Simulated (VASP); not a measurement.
Ti3S2: single point with PBE

Ti3S2:

```
CELL_PARAMETERS angstrom
4.50520 0.00000 0.00000
1.23742 4.33193 0.00000
1.23742 0.93345 4.23016
ATOMIC_POSITIONS crystal
Ti 0.33565 0.66434 0.00000
Ti 0.66434 0.00000 0.33565
Ti 0.00000 0.33565 0.66434
S 0.83216 0.83216 0.83216
S 0.16784 0.16784 0.16784
```

```
Program             : VASP 6.6.1
Task                : single point
Functional          : PBE
Potentials or basis : VASP PAW PBE potentials, release 64 (Ti_sv, S)
Cutoff              : 520 eV
k mesh              : 6 × 6 × 6
Occupations         : methfessel-paxton, width 0.25 eV
Spin                : no spin polarisation
```

The pressure is 0.3 GPa. The largest force is 0.028 eV/Å. The band gap on the k mesh is zero (bands 24 and 25 overlap by 0.21 eV).

Forces in eV/Å, atoms in the order of the input:
```
Ti   0.017 -0.022  0.000
Ti  -0.017  0.005  0.022
Ti   0.000  0.017 -0.022
S   -0.020 -0.015 -0.012
S    0.020  0.015  0.012
```

Levels at points of the mesh, in eV from the Fermi level:
```
           k point  band 20  band 21  band 22  band 23  band 24  band 25  band 26  band 27  band 28  band 29
(0.00, 0.00, 0.00)    -3.93    -2.14    -1.41    -0.01    -0.01     0.57     0.57     1.78     1.78     1.92
(0.50, 0.00, 0.00)    -3.30    -0.93    -0.90    -0.67    -0.44    -0.15     0.83     1.29     1.38     1.83
(0.50, 0.50, 0.00)    -3.40    -1.45    -1.03    -0.69    -0.21     0.10     0.67     1.36     1.53     1.53
(0.50, 0.50, 0.50)    -4.12    -0.82    -0.17    -0.17    -0.06     0.31     0.31     0.82     0.82     1.89
```

Run time: 2.9 min on 1 thread of Intel Xeon 8259CL, on a shared host, peak memory 0.24 GiB.
